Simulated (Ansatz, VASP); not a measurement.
# Si2As in VASP and in Ansatz

```
CELL_PARAMETERS angstrom
2.43831 -2.43868 0.00000
2.43831 2.43868 0.00000
0.00000 0.00000 4.91453
ATOMIC_POSITIONS crystal
Si 0.50000 0.50000 0.50000
Si 0.00000 0.00000 0.50000
As 0.50000 0.50000 0.00000
```

Alike in both runs: functional PBE; k mesh 5 × 5 × 5; occupations gaussian, width 0.2 eV; no spin polarisation.

Ansatz relaxed the structure, and its values are those at the end. VASP's run is a single point on that final structure, the one shown.

```csv
,VASP,Ansatz
version,VASP 6.6.1,Ansatz 0.2.0
potentials or method,"VASP PAW PBE potentials, release 64 (Si, As), cutoff 500 eV","scalar-relativistic, plane waves, PAW"
valence electrons in the cell,13,23
```

|  | VASP | Ansatz | Ansatz less VASP |
| --- | --- | --- | --- |
| gap on the k mesh at the Fermi level (eV) | none | none | - |
| pressure (GPa) | 0.1 | 0.1 | -0.04 |

A gap of «none» marks a metal or a gap that the smearing closes. VASP's potentials hold 13 valence electrons a cell and Ansatz's 23, so a difference there can come from the potentials and not from the codes.

The k mesh is coarse, so the values compare programs but aren't converged.
